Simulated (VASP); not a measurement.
A run of VASP 6.6.1 is set up as follows.

INCAR

```
PREC = Accurate
ENCUT = 520
EDIFF = 1E-6
ISMEAR = 0
SIGMA = 0.1
LREAL = F
LASPH = T
NELM = 100
ALGO = Normal
ISIF = 2
LWAVE = F
LCHARG = F
GGA = PE
NBANDS = 58
```

KPOINTS

```
Automatic mesh
0
Gamma
  4 6 4
```

The input POSCAR:

```
GePt
1.0
    5.8300213460      0.0000000000      0.0000000000
    0.0000000000      3.7440552970      0.0000000000
    0.0000000000      0.0000000000      6.1767216593
Ge Pt
4 4
Direct
    0.1857873639      0.2500000000      0.5879018097
    0.3142126361      0.7500000000      0.0879018097
    0.6857873639      0.2500000000      0.9120981903
    0.8142126361      0.7500000000      0.4120981903
    0.9978352472      0.2500000000      0.1921988915
    0.5021647528      0.7500000000      0.6921988915
    0.4978352472      0.2500000000      0.3078011085
    0.0021647528      0.7500000000      0.8078011085
```

Potentials or basis: VASP PAW PBE potentials, release 64 (Ge_d, Pt).

The run is started by

```sh
$ cat potpaw_PBE.64/Ge_d/POTCAR potpaw_PBE.64/Pt/POTCAR > POTCAR
$ mpirun -np 1 vasp_std > vasp.out
```

Estimate the pressure.

0.0 GPa.

Estimate the largest force.

0.015 eV/Å.

Estimate the band gap on the k mesh.

zero (bands 48 and 49 overlap by 1.16 eV).

Stress tensor (GPa, compression positive):
```
 0.06  0.00  0.00
 0.00  0.09  0.00
 0.00  0.00 -0.02
```

Caveat: spin-orbit coupling is left out, which moves the levels of the heavy elements.
